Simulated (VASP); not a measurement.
Runs of VASP 6.6.1 on RbBr. The structure is that of space group Fm-3m (No. 225), or close to it. The cells are those of the table. 

| level | cell | k mesh | smearing | grid for exact exchange (PRECFOCK) | share of exact exchange | screening parameter | gap on the mesh (eV) | pressure (GPa) |
| --- | --- | --- | --- | --- | --- | --- | --- | --- |
| PBE | a = 4.933 Å, angles 58.5°, 2 atoms | 6 × 6 × 6 | fermi-dirac 0.02 eV | - | - | - | 4.29 | 0.7 |
| HSE06 | a = 4.933 Å, angles 58.5°, 2 atoms | 4 × 4 × 4 | gaussian 0.01 eV | Normal | 0.25 | 0.2079 1/Å | 5.45 | 0.5 |
| r2SCAN | a = 4.933 Å, angles 58.5°, 2 atoms | 6 × 6 × 6 | gaussian 0.01 eV | - | - | - | 4.90 | 0.2 |
| PBE | a = 4.871 Å, angles 60.3°, 2 atoms | 6 × 6 × 6 | fermi-dirac 0.02 eV | - | - | - | (a) | 0.7 |
| HSE06 | a = 4.871 Å, angles 60.3°, 2 atoms | 4 × 4 × 4 | gaussian 0.01 eV | Normal | 0.25 | 0.2079 1/Å | 5.45 | 0.4 |
| r2SCAN | a = 4.871 Å, angles 60.3°, 2 atoms | 6 × 6 × 6 | gaussian 0.01 eV | - | - | - | 4.90 | 0.1 |
| r2SCAN | a = 4.895, b = 4.895, c = 4.950 Å, angles 59.6, 59.6, 59.3°, 2 atoms | 6 × 6 × 6 | gaussian 0.01 eV | - | - | - | 4.87 | 0.0 |
| PBE | a = 4.895, b = 4.895, c = 4.950 Å, angles 59.6, 59.6, 59.3°, 2 atoms | 6 × 6 × 6 | fermi-dirac 0.02 eV | - | - | - | 4.27 | (b) |

Alike in all rows: task single point; potentials or basis VASP PAW PBE potentials, release 64 (Rb_sv, Br); no spin polarisation; cutoff (eV) 520.

Fill in the values left out.

(a) 4.30; (b) 0.6.

Caveats: the PAW data sets were made with another functional, which shifts forces and pressure a little (at least some runs).

A k mesh can miss the band edges, and the runs leave out spin-orbit coupling on Br, Rb.
